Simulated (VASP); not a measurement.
BP, 2 atoms in the cell. Symmetry: I-4m2, No. 119, tetragonal system. Conventional cell: a = 3.145 Å, b = 3.145 Å, c = 4.538 Å, α = 90.00°, β = 90.00°, γ = 90.00°. Within 2.6 Å of B (site symmetry -4m2) lie 4 P at 1.94 Å. P (site symmetry -4m2) has 4 B at 1.94 Å within 2.6 Å. 

* Program: VASP 6.6.1
* Task: single point
* Functional: PBE
* Potentials or basis: VASP PAW PBE potentials, release 64 (B, P)
* Cutoff: 500 eV
* k mesh: 8 × 8 × 8
* Occupations: gaussian, width 0.05 eV
* Spin: no spin polarisation
* Dipole correction: no
* Further INCAR settings: ALGO = Normal; EDIFF = 1e-06; NBANDS = 11

Potentials or basis: VASP PAW PBE potentials, release 64 (B, P).

Launch:

```bash
$ cat potpaw_PBE.64/B/POTCAR potpaw_PBE.64/P/POTCAR > POTCAR
$ mpirun -np 1 vasp_std > vasp.out
```

Hardware: 1 thread of Intel(R) Xeon(R) 6975P-C (Granite Rapids), with other jobs on the host.

Task: Estimate the wall time of this run.

Result: It took 5 s on 1 thread of Intel(R) Xeon(R) 6975P-C (Granite Rapids), with other jobs on the host, peak memory 0.13 GiB. Counts: scf iterations 12, k points 59.
